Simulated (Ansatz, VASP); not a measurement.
**P in VASP and in Ansatz**

Contents of INCAR:

```
SYSTEM = P
ALGO     = Normal         ! electronic algorithm
EDIFF    = 1E-7           ! SCF threshold, eV
ENCUT    = 520            ! plane-wave cutoff, eV
GGA      = PE             ! functional
ISIF     = 2              ! what is computed and relaxed
ISMEAR   = -1             ! smearing method
LASPH    = .True.         ! aspherical terms in the spheres
LCHARG   = .False.        ! write CHGCAR
LREAL    = .False.        ! projectors in reciprocal space
LWAVE    = .False.        ! write WAVECAR
NBANDS   = 12             ! bands
NELM     = 100            ! most SCF steps
PREC     = Accurate       ! precision mode
SIGMA    = 0.1            ! smearing width, eV
```

File KPOINTS:

```
k-points
0
Gamma
  14 14 11
  0 0 0
```

POSCAR

```
P
1.0
   -2.6870751213      3.0387754380      1.2828129973
    3.0387754380     -2.6870751213      1.2828129973
    2.3283032306      2.3283032306     -0.6386732231
P
2
Direct
    0.9668659313      0.0331340687      1.0000000000
    0.7831340687      0.2168659313      0.5000000000
```

Input for Ansatz:

```yaml
crystal:
  lattice:
    - [-2.6870751213, 3.038775438, 1.2828129973]
    - [3.038775438, -2.6870751213, 1.2828129973]
    - [2.3283032306, 2.3283032306, -0.6386732231]
  atoms:
    - { symbol: P, position: [0.9668659313, 0.0331340687, 1.0] }
    - { symbol: P, position: [0.7831340687, 0.2168659313, 0.5] }
hamiltonian:
  xc: pbe
  pseudopotentials:
    kind: paw
    azcp:
      P: "pseudopotentials/P.paw.azcp"
basis:
  ecutwfc: 420
  fft_grid_basis: typed
kpoints:
  mp_grid: { grid: [14, 14, 11], shift: [0, 0, 0] }
magnetization:
  spin_polarized: false
scf:
  occupations: { method: fermi_dirac, width: 0.1 }
  lower_state_search: "off"
output:
  stress: true
```

Alike in both runs: task single point; functional PBE; k mesh 14 × 14 × 11; occupations fermi-dirac, width 0.1 eV; no spin polarisation.

```csv
,VASP,Ansatz
version,VASP 6.6.1,Ansatz 0.2.0
potentials or method,"VASP PAW PBE potentials, release 64 (P), cutoff 520 eV","plane waves (420 eV) with PAW, scalar-relativistic"
valence electrons in the cell,10,10
```

```tsv
	VASP	Ansatz	Ansatz less VASP
pressure (GPa)	-0.2	0.1	+0.28
traceless stress, the component that is largest in VASP (GPa)	-0.21	-0.15	+0.054
```
